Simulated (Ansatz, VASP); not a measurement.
# V: VASP beside Ansatz

```
V
1.0
     3.03869    0.00000    0.00000
     0.00000    3.03869    0.00000
     0.00000    0.00000    3.03869
V
3
Direct
  0.50000 0.00000 0.00000
  0.00000 0.50000 0.00000
  0.00000 0.00000 0.50000
```

Alike in both runs: task relaxation of cell and atoms; functional PBE; k mesh 6 × 6 × 6; occupations gaussian, width 0.1 eV; collinear spin.

|  | VASP | Ansatz |
| --- | --- | --- |
| version | VASP 6.6.1 | Ansatz 0.2.0 |
| potentials or method | VASP PAW PBE potentials, release 64 (V_sv), cutoff 600 eV | scalar-relativistic, plane waves, PAW |
| valence electrons in the cell | 39 | 39 |

```tsv
	VASP	Ansatz	Ansatz less VASP
gap on the k mesh at the Fermi level, each at its own relaxed structure (eV)	none	none	-
net moment per atom (μB)	0.00	0.00	0.000
relaxed volume (Å³/atom)	15.51	15.61	+0.106
relaxed cell length with the largest relative difference (Å)	3.597	3.605	+0.0082
```

A gap of «none» marks a metal or a gap that the smearing closes. Ansatz's warnings: seeded moment not kept.

Noted on VASP's run: the volume moved by over 15 % at a fixed basis, so the end points are rough.
